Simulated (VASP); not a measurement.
# SiC (P6_3mc) in VASP: a series of runs

Runs on SiC. Level: r2SCAN. Tasks: relaxation of shape and atoms at fixed volume.

Everything below comes from runs of VASP 6.6.1. Logs are shortened: lines on timing, memory, paths and dates and some standing lists are left out, and cuts for length are marked.

### Step 1. The cell of the first run

Symmetry: P6_3mc, No. 186, hexagonal system. The conventional cell has a = 3.013 Å, b = 3.013 Å, c = 4.944 Å, α = 90.00°, β = 90.00°, γ = 120.00°. Within 2.4 Å of Si (site symmetry 3m) lie 4 C at 1.84 to 1.86 Å. Within 2.4 Å of C (site symmetry 3m) lie 4 Si at 1.84 to 1.86 Å.

### Step 2. Relaxation of shape and atoms at fixed volume, r2SCAN (volume scaled by 0.94)

POSCAR reads:

```
SiC
1.0
    3.0128290828      0.0000000000      0.0000000000
   -1.5064145414      2.6091865229      0.0000000000
    0.0000000000      0.0000000000      4.9437657698
Si C
2 2
Direct
    0.3333333333      0.6666666667      0.0045754862
    0.6666666667      0.3333333333      0.5045754862
    0.3333333333      0.6666666667      0.3804245138
    0.6666666667      0.3333333333      0.8804245138
```

INCAR.step1 reads:

```
SYSTEM = SiC
PREC = Accurate
ENCUT = 600
ISMEAR = 0
SIGMA = 0.02
LREAL = .FALSE.
LASPH = .TRUE.
NELM = 100
GGA = PE
ALGO = Normal
EDIFF = 1E-4
LWAVE = .TRUE.
LCHARG = .FALSE.
```

INCAR.step2 reads:

```
SYSTEM = SiC
PREC = Accurate
ENCUT = 600
EDIFF = 1E-7
ISMEAR = 0
SIGMA = 0.02
LREAL = .FALSE.
LASPH = .TRUE.
NELM = 100
ALGO = Normal
ISIF = 4
LWAVE = .FALSE.
LCHARG = .FALSE.
METAGGA = R2SCAN
LMIXTAU = .TRUE.
IBRION = 2
NSW = 50
EDIFFG = -0.01
ISTART = 1
```

KPOINTS reads:

```
regular mesh
0
G
  12 12 6
  0 0 0
```

Potentials or basis: VASP PAW PBE potentials, release 64 (Si, C).

Run with:

```
cat potpaw_PBE.64/Si/POTCAR potpaw_PBE.64/C/POTCAR > POTCAR
cp INCAR.step1 INCAR
mpirun -np 1 vasp_std > vasp.out
cp INCAR.step2 INCAR
mpirun -np 1 vasp_std > vasp.out
```

OUTCAR:

```text
SYSTEM = SiC
   PREC = Accurate
   ENCUT = 600
   EDIFF = 1E-7
   ISMEAR = 0
   LREAL = .FALSE.
   LASPH = .TRUE.
   NELM = 100
   ISIF = 4
   METAGGA = R2SCAN
   IBRION = 2
   NSW = 50
   EDIFFG = -0.01
   ISTART = 1

 ion  position               nearest neighbor table
   1  0.333  0.667  0.005-   4 1.84   4 1.84   4 1.84   3 1.86   2 3.02   2 3.02   2 3.02   2 3.02
                             2 3.02   2 3.02
   2  0.667  0.333  0.505-   3 1.84   3 1.84   3 1.84   4 1.86   1 3.02   1 3.02   1 3.02   1 3.02
                             1 3.02   1 3.02
   3  0.333  0.667  0.380-   2 1.84   2 1.84   2 1.84   1 1.86
   4  0.667  0.333  0.880-   1 1.84   1 1.84   1 1.84   2 1.86

  LATTYP: Found a hexagonal cell.
 ALAT       =     3.0128290828
 C/A-ratio  =     1.6409048220

  Lattice vectors:

 A1 = (   3.0128290828,   0.0000000000,   0.0000000000)
 A2 = (  -1.5064145414,   2.6091865229,   0.0000000000)
 A3 = (   0.0000000000,   0.0000000000,   4.9437657698)

Analysis of symmetry for initial positions (statically):
=====================================================================
 Subroutine PRICEL returns:
 Original cell was already a primitive cell.

 Routine SETGRP: Setting up the symmetry group for a
 hexagonal supercell.

 Subroutine GETGRP returns: Found 12 space group operations
 (whereof  6 operations were pure point group operations)
 out of a pool of 24 trial point group operations.

The static configuration has the point symmetry C_3v.
 The point group associated with its full space group is C_6v.

Analysis of symmetry for dynamics (positions and initial velocities):
=====================================================================
 Subroutine PRICEL returns:
 Original cell was already a primitive cell.

 Routine SETGRP: Setting up the symmetry group for a
 hexagonal supercell.

 Subroutine GETGRP returns: Found 12 space group operations
 (whereof  6 operations were pure point group operations)
 out of a pool of 24 trial point group operations.

The dynamic configuration has the point symmetry C_3v.
 The point group associated with its full space group is C_6v.

 Subroutine INISYM returns: Found 12 space group operations
 (whereof  6 operations are pure point group operations),
 and found     1 'primitive' translations

----------------------------------------------------------------------------------------

                                     Primitive cell

  volume of cell :      38.8631

  direct lattice vectors                    reciprocal lattice vectors
     3.012829083  0.000000000  0.000000000     0.331913949  0.191630608  0.000000000
    -1.506414541  2.609186523  0.000000000     0.000000000  0.383261216  0.000000000
     0.000000000  0.000000000  4.943765770     0.000000000  0.000000000  0.202274955

  length of vectors
     3.012829083  3.012829083  4.943765770     0.383261216  0.383261216  0.202274955

  position of ions in fractional coordinates (direct lattice)
     0.333333333  0.666666667  0.004575486
     0.666666667  0.333333333  0.504575486
     0.333333333  0.666666667  0.380424514
     0.666666667  0.333333333  0.880424514

  ion indices of the primitive-cell ions
   primitive index   ion index
                 1           1
                 2           2
                 3           3
                 4           4

----------------------------------------------------------------------------------------

 KPOINTS: regular mesh

Automatic generation of k-mesh.
 Grid dimensions read from file:
 generate k-points for:   12   12    6

 Generating k-lattice:

  Cartesian coordinates                     Fractional coordinates (reciprocal lattice)
     0.027659496  0.015969217  0.000000000     0.083333333 -0.000000000  0.000000000
     0.000000000  0.031938435  0.000000000     0.000000000  0.083333333  0.000000000
     0.000000000  0.000000000  0.033712493     0.000000000  0.000000000  0.166666667

  Length of vectors
     0.031938435  0.031938435  0.033712493

  Shift w.r.t. Gamma in fractional coordinates (k-lattice)
     0.000000000  0.000000000  0.000000000

 Subroutine IBZKPT returns following result:
 ===========================================

 Found     76 irreducible k-points:

 Following reciprocal coordinates:
            Coordinates               Weight
  0.000000  0.000000  0.000000      1.000000
  0.083333 -0.000000  0.000000      6.000000
  0.166667 -0.000000  0.000000      6.000000
  0.250000  0.000000  0.000000      6.000000
  0.333333 -0.000000  0.000000      6.000000
  0.416667  0.000000  0.000000      6.000000
[... 16 lines left out ...]
  0.250000  0.000000  0.166667     12.000000
  0.333333 -0.000000  0.166667     12.000000
 [... further k-points ...]
   k-points           NKPTS =     76   k-points in BZ     NKDIM =     76   number of bands    NBANDS=     12
   number of dos      NEDOS =    301   number of ions     NIONS =      4
   total plane-waves  NPLWV =  23040
   dimension x,y,z NGX =    24 NGY =   24 NGZ =   40
   dimension x,y,z NGXF=    48 NGYF=   48 NGZF=   80
   ions per type =               2   2
   NGX,Y,Z   is equivalent  to a cutoff of  13.24, 13.24, 13.45 a.u.
   NGXF,Y,Z  is equivalent  to a cutoff of  26.49, 26.49, 26.90 a.u.
 SYSTEM =  SiC
   PREC   = accura    normal or accurate (medium, high low for compatibility)
   ISTART =      1    job   : 0-new  1-cont  2-samecut
   ICHARG =      0    charge: 1-file 2-atom 10-const
   ISPIN  =      1    spin polarized calculation?
   LNONCOLLINEAR =      F non collinear calculations
   LSORBIT =      F    spin-orbit coupling
   LASPH  =      T    aspherical Exc in radial PAW
   ENCUT  =  600.0 eV  44.10 Ry    6.64 a.u.   6.02  6.02  9.87*2*pi/ulx,y,z
   NELM   =    100;   NELMIN=  2; NELMDL=  0     # of ELM steps
   EDIFF  = 0.1E-06   stopping-criterion for ELM
   LREAL  =      F    real-space projection
   EDIFFG = -.1E-01   stopping-criterion for IOM
   NSW    =     50    number of steps for IOM
   IBRION =      2    ionic relax: 0-MD 1-quasi-New 2-CG
   NFREE  =      1    steps in history (QN), initial steepest desc. (CG)
   ISIF   =      4    stress and relaxation
   ISYM   =      2    0-nonsym 1-usesym 2-fastsym
   POTIM  = 0.5000    time-step for ionic-motion
   TEBEG  =    0.0;   TEEND  =   0.0 temperature during run
   PSTRESS=    0.0 pullay stress
   NELECT =      16.0000    total number of electrons
   NUPDOWN=      -1.0000    fix difference up-down
   EMIN   =  10.00;   EMAX   =-10.00  energy-range for DOS
   EFERMI =   0.00;   METHOD = LEGACY
   ISMEAR =     0;   SIGMA  =   0.02  broadening in eV -4-tet -1-fermi 0-gaus
   EFERMI_NEDOS =   21; number of points for ismear=-14 and -15
   IALGO  =     38    algorithm
   IMIX   =      4    mixing-type and parameters
     AMIX     =   0.40;   BMIX     =  1.00
     AMIX_MAG =   1.60;   BMIX_MAG =  1.00
  volume/ion in A,a.u.               =       9.72        65.57
  Fermi-wavevector in a.u.,A,eV,Ry     =   1.217874  2.301448 20.180390  1.483217
  Thomas-Fermi vector in A             =   2.353180
   LORBIT       =      0    0 simple, 1 ext, 2 COOP (PROOUT), +10 PAW based schemes
   METAGGA = R2SCAN    functional components
   LHFCALC =     F    Hartree Fock is set to
   AEXX    =    0.0000 exact exchange contribution
   IVDW    =     0    specifies the selected vdW correction
   LEPSILON=     F    determine dielectric tensor
   LRPA    =     F    only Hartree local field effects (RPA)
 conjugate gradient relaxation of ions
 non-spin polarized calculation
 Gauss-broadening in eV      SIGMA  =   0.02
  energy-cutoff  :      600.00
  volume of cell :       38.86
 maximum number of plane-waves:      1320
   NGX = 13   NGY = 13   NGZ = 19

--------------------------------------- Ionic step        1  -------------------------------------------

 number of electron      15.9999998 magnetization

 Free energy of the ion-electron system (eV)
  ---------------------------------------------------
  ext. energy  EPLUGINS =         0.00000000
  ---------------------------------------------------
  free energy    TOTEN  =       -38.52733384 eV

  energy without entropy =      -38.52733384  energy(sigma->0) =      -38.52733384

------------------------ aborting loop because EDIFF is reached ----------------------------------------

  FORCE on cell =-STRESS in cart. coord.  units (eV):
  Direction    XX          YY          ZZ          XY          YZ          ZX
  --------------------------------------------------------------------------------------
  -------------------------------------------------------------------------------------
  Total        3.7747126      3.7747126      3.7197932      0.0000000      0.0000000      0.0000000
  in kB      155.6169724    155.6169724    153.3528584      0.0000000      0.0000000      0.0000000
  external PRESSURE =     154.8622677 kB  Pullay stress =       0.0000000 kB
[... 61 lines left out ...]
  energy  without entropy=      -38.5273161987  energy(sigma->0) =      -38.52731620

--------------------------------------- Ionic step        3  -------------------------------------------

 number of electron      15.9999998 magnetization

 Free energy of the ion-electron system (eV)
  ---------------------------------------------------
  ext. energy  EPLUGINS =         0.00000000
  ---------------------------------------------------
  free energy    TOTEN  =       -38.52734167 eV

  energy without entropy =      -38.52734167  energy(sigma->0) =      -38.52734167

 E-fermi :   8.9709     XC(G=0): -12.2087

 val. band max:        8.8594484586   @ k =   0.0000   0.0000   0.0000
 cond. band min:      11.4281735998   @ k =   0.3333   0.3333   0.0000
 fundamental gap:      2.5687251412
 Fermi energy:         8.9709242972

 k-point     1 :       0.0000    0.0000    0.0000
  band No.  band energies     occupation
      1      -8.0054      2.00000
      2      -4.1353      2.00000
      3      -0.4947      2.00000
      4       7.4432      2.00000
      5       7.4432      2.00000
      6       8.7463      2.00000
      7       8.8594      2.00000
      8       8.8594      2.00000
      9      14.8027      0.00000
     10      16.3360      0.00000
     11      16.4559      0.00000
     12      16.4559      0.00000
[... 331 lines left out ...]
 k-point    24 :       0.3333   -0.0000    0.1667
  band No.  band energies     occupation
      1      -5.8592      2.00000
      2      -3.1137      2.00000
      3       1.0791      2.00000
      4       2.7745      2.00000
      5       3.7762      2.00000
      6       5.7676      2.00000
      7       7.1470      2.00000
      8       7.6830      2.00000
      9      12.8982      0.00000
     10      13.9706      0.00000
     11      16.7177      0.00000
     12      17.6062      0.00000

 [... further k-points ...]
[... 5 lines left out ...]
  --------------------------------------------------------------------------------------
  -------------------------------------------------------------------------------------
  Total        3.7567288      3.7567288      3.7544991      0.0000000      0.0000000      0.0000000
  in kB      154.8755685    154.8755685    154.7836472      0.0000000      0.0000000      0.0000000
  external PRESSURE =     154.8449281 kB  Pullay stress =       0.0000000 kB
[... 19 lines left out ...]
  FREE ENERGIE OF THE ION-ELECTRON SYSTEM (eV)
  ---------------------------------------------------
  free  energy   TOTEN  =       -38.5273416692 eV

  energy  without entropy=      -38.5273416692  energy(sigma->0) =      -38.52734167

 reached required accuracy - stopping structural energy minimisation
```

Run time: 94 s. Hardware: 1 thread of Intel Xeon 6975P-C (Granite Rapids), shared host; peak memory 0.18 GiB.

What came out:

* Free energy: -38.5273 eV
* Energy gained by relaxing: 0.0 meV/atom
* Ionic steps: 3
* Pressure after relaxing: 15.5 GPa
* Band gap on the k mesh: 2.57 eV, indirect (least direct gap 4.63 eV)

Final structure:
```
Si C
1.0
     3.01307    0.00000    0.00000
    -1.50653    2.60939    0.00000
     0.00000    0.00000    4.94299
Si C
2 2
Direct
  0.33333 0.66667 0.00461
  0.66667 0.33333 0.50461
  0.33333 0.66667 0.38039
  0.66667 0.33333 0.88039
```

Levels at points of the mesh, in eV from the valence-band top:
```csv
k point,band 5,band 6,band 7,band 8,band 9,band 10,band 11,band 12
"(0.00, 0.00, 0.00)",-1.42,-0.11,0.00,0.00,5.94,7.48,7.60,7.60
"(0.50, 0.00, 0.00)",-5.84,-3.61,-3.54,-1.27,3.35,4.75,7.91,7.98
"(0.00, 0.00, 0.50)",-0.76,-0.76,-0.76,-0.76,7.07,7.07,8.26,8.26
"(0.50, 0.00, 0.50)",-2.65,-2.65,-2.50,-2.50,3.88,3.88,6.10,6.10
```

Caveat: the PAW data sets were made with another functional, which shifts forces and pressure a little. A k mesh can miss the band edges.

### Step 3. Relaxation of shape and atoms at fixed volume, r2SCAN (volume scaled by 0.97)

POSCAR reads:

```
SiC
1.0
    3.0441303052      0.0000000000      0.0000000000
   -1.5220651526      2.6362941767      0.0000000000
    0.0000000000      0.0000000000      4.9971717875
Si C
2 2
Direct
    0.3333333333      0.6666666667      0.0046028828
    0.6666666667      0.3333333333      0.5046028828
    0.3333333333      0.6666666667      0.3803971172
    0.6666666667      0.3333333333      0.8803971172
```

INCAR.step1 reads:

```
ALGO = Normal ; EDIFF = 1E-4
ENCUT = 600 ; GGA = PE
ISMEAR = 0 ; LASPH = T
LCHARG = F ; LREAL = F
LWAVE = T ; NELM = 80
PREC = Accurate ; SIGMA = 0.02
```

INCAR.step2 reads:

```
ALGO = Normal ; EDIFF = 1E-7
EDIFFG = -0.01 ; ENCUT = 600
IBRION = 2 ; ISIF = 4
ISMEAR = 0 ; ISTART = 1
LASPH = T ; LCHARG = F
LMIXTAU = T ; LREAL = F
LWAVE = F ; METAGGA = R2SCAN
NELM = 80 ; NSW = 50
PREC = Accurate ; SIGMA = 0.02
```

KPOINTS reads:

```
k-points
0
Gamma
  12 12 6
```

Potentials or basis: VASP PAW PBE potentials, release 64 (Si, C).

Run with:

```
cat potpaw_PBE.64/Si/POTCAR potpaw_PBE.64/C/POTCAR > POTCAR
cp INCAR.step1 INCAR
mpirun -np 1 vasp_std > vasp.out
cp INCAR.step2 INCAR
mpirun -np 1 vasp_std > vasp.out
```

Wall time 52 s (1 thread of Intel Xeon 6975P-C (Granite Rapids), shared host); peak memory 0.18 GiB.

It converged, with:

- Free energy: -38.6152 eV
- Pressure after relaxing: 7.0 GPa
- Largest force after relaxing: 0.004 eV/Å
- Band gap on the k mesh: 2.61 eV, indirect (least direct gap 4.56 eV)

Forces on the atoms (eV/Å):
```
Si   0.000  0.000  0.004
Si   0.000  0.000  0.004
C    0.000  0.000 -0.004
C    0.000  0.000 -0.004
```

Stress tensor (GPa, compression positive):
```
7.07 0.00 0.00
0.00 7.07 0.00
0.00 0.00 6.86
```

Final structure:
```
CELL_PARAMETERS angstrom
3.04413 0.00000 0.00000
-1.52207 2.63629 0.00000
0.00000 0.00000 4.99717
ATOMIC_POSITIONS crystal
Si 0.33333 0.66667 0.00460
Si 0.66667 0.33333 0.50460
C 0.33333 0.66667 0.38040
C 0.66667 0.33333 0.88040
```

Levels at points of the mesh, in eV from the valence-band top:
```tsv
k point	band 6	band 7	band 8	band 9	band 10	band 11
(0.00, 0.00, 0.00)	-0.12	0.00	0.00	5.66	7.12	7.39
(0.50, 0.00, 0.00)	-3.54	-3.45	-1.27	3.29	4.70	7.72
(0.00, 0.00, 0.50)	-0.76	-0.76	-0.76	6.78	6.78	8.07
(0.50, 0.00, 0.50)	-2.60	-2.47	-2.47	3.80	3.80	5.94
```

Caveat: the relaxation stopped at its first step, so nothing moved; the PAW data sets were made with another functional, which shifts forces and pressure a little. A k mesh can miss the band edges.
